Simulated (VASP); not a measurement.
Wanted: the native input for a VASP 6.6.1 run.

* Task: single point
* Functional: LDA
* Potentials or basis: VASP PAW LDA potentials, release 64 (Sb, In_d)
* Cutoff: 520 eV
* k mesh: 6 × 6 × 6
* Occupations: fermi-dirac, width 0.05 eV
* Spin: no spin polarisation
* Dipole correction: no
* Further INCAR settings: ALGO = Normal; EDIFF = 1e-07; NBANDS = 22

The structure of InSb3 lies in POSCAR:

```
InSb3
1.0
    4.8696159243      0.0000000000      0.0000000000
    0.0000000000      4.8696159243      0.0000000000
    0.0000000000      0.0000000000      4.8696159243
Sb In
3 1
Direct
    0.5000000000      0.5000000000      0.0000000000
    0.0000000000      0.5000000000      0.5000000000
    0.5000000000      0.0000000000      0.5000000000
    0.0000000000      0.0000000000      0.0000000000
```

This cell differs from its parent crystal: volume scaled by 1.04.

One way to write it, as run:

INCAR

```
SYSTEM = InSb3
PREC     = Accurate       ! precision mode
ENCUT    = 520            ! plane-wave cutoff, eV
EDIFF    = 1E-7           ! SCF threshold, eV
ISMEAR   = -1             ! smearing method
SIGMA    = 0.05           ! smearing width, eV
LREAL    = .FALSE.        ! projectors in reciprocal space
LASPH    = .TRUE.         ! aspherical terms in the spheres
NELM     = 100            ! most SCF steps
ALGO     = Normal         ! electronic algorithm
ISIF     = 2              ! what is computed and relaxed
LWAVE    = .FALSE.        ! write WAVECAR
LCHARG   = .TRUE.         ! write CHGCAR
GGA      = CA             ! functional
LELF     = .TRUE.         ! ELF
LVHAR    = .TRUE.       
NBANDS   = 22             ! bands
```

KPOINTS

```
Automatic mesh
0
G
  6 6 6
  0 0 0
```

Potentials or basis: VASP PAW LDA potentials, release 64 (Sb, In_d).

Command:

```sh
$ cat potpaw_LDA.64/Sb/POTCAR potpaw_LDA.64/In_d/POTCAR > POTCAR
$ mpirun -np 1 vasp_std > vasp.out
```

It gave:

```json
{
  "Pressure": "-5.3 GPa",
  "Band gap on the k mesh": "zero (band 14 reaches 10.45 eV, above the bottom of band 15 at 6.15 eV)"
}
```

Caveat: spin-orbit coupling is left out, which moves the levels of the heavy elements.

Run time: 36 s on 1 thread of Intel Xeon 6455B, on a shared host, peak memory 0.2 GiB.
